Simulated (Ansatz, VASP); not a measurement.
**InP2N3 in VASP and in Ansatz**

```
CELL_PARAMETERS angstrom
5.33283 0.00000 0.00000
-2.66641 4.61837 0.00000
0.00000 0.00000 2.64165
ATOMIC_POSITIONS crystal
In 0.00000 0.00000 0.00000
P 0.33333 0.66667 0.00000
P 0.66667 0.33333 0.00000
N 0.50000 0.00000 0.50000
N 0.50000 0.50000 0.50000
N 0.00000 0.50000 0.50000
```

Change from the starting cell: species swapped into the ZrCo3B2 type (P6/mmm, No. 191).

Alike in both runs: functional PBE; k mesh 12 × 12 × 14; occupations gaussian, width 0.1 eV; no spin polarisation.

Ansatz relaxed the structure, and its values are those at the end. VASP's run is a single point on that final structure, the one shown.

|  | VASP | Ansatz |
| --- | --- | --- |
| version | VASP 6.6.1 | Ansatz 0.2.0 |
| potentials or method | VASP PAW PBE potentials, release 64 (In_d, P, N), cutoff 520 eV | scalar-relativistic, plane waves, PAW |
| valence electrons in the cell | 38 | 38 |

VASP gave:

```
gap on the k mesh at the Fermi level (eV) : none
pressure (GPa)                            : -0.3
```

What did Ansatz give for the same quantities?

gap on the k mesh at the Fermi level (eV): none; pressure (GPa): 0.0.

A gap of «none» marks a metal or a gap that the smearing closes.
